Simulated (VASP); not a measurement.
**Se: single point with PBEsol**

Se:

```
Se
1.0
     2.30589    0.00000    0.00000
    -1.15294    1.99696    0.00000
     0.00000    0.00000    3.58959
Se
2
Direct
  0.33333 0.66667 0.25000
  0.66667 0.33333 0.75000
```

* Program: VASP 6.6.1
* Task: single point
* Functional: PBEsol
* Potentials or basis: VASP PAW PBE potentials, release 64 (Se)
* Cutoff: 520 eV
* k mesh: 19 × 19 × 10
* Occupations: fermi-dirac, width 0.05 eV
* Spin: no spin polarisation
* Dipole correction: no
* Further INCAR settings: ALGO = Normal; EDIFF = 1e-06; NBANDS = 13

```
Pressure               : 462.7 GPa
Band gap on the k mesh : zero (band 6 reaches 29.84 eV, above the bottom of band 7 at 16.12 eV)
```

Stress tensor (GPa, compression positive):
```
462.32   0.00   0.00
  0.00 462.32   0.00
  0.00   0.00 463.39
```

Levels at points of the mesh, in eV from the Fermi level:
```tsv
k point	band 2	band 3	band 4	band 5	band 6	band 7	band 8	band 9	band 10	band 11
(0.00, 0.00, 0.00)	-17.63	-17.49	4.71	4.71	8.13	8.13	11.94	11.99	13.39	16.12
(0.00, 0.00, 0.50)	-26.54	-2.96	-2.96	7.20	7.20	7.20	7.20	12.34	12.34	12.34
```

Run time: 20 s on 1 thread of Intel(R) Xeon(R) Platinum 8559C (Emerald Rapids) (shared host), peak memory 0.16 GiB.

Caveat: the PAW data sets were made with another functional, which shifts forces and pressure a little.
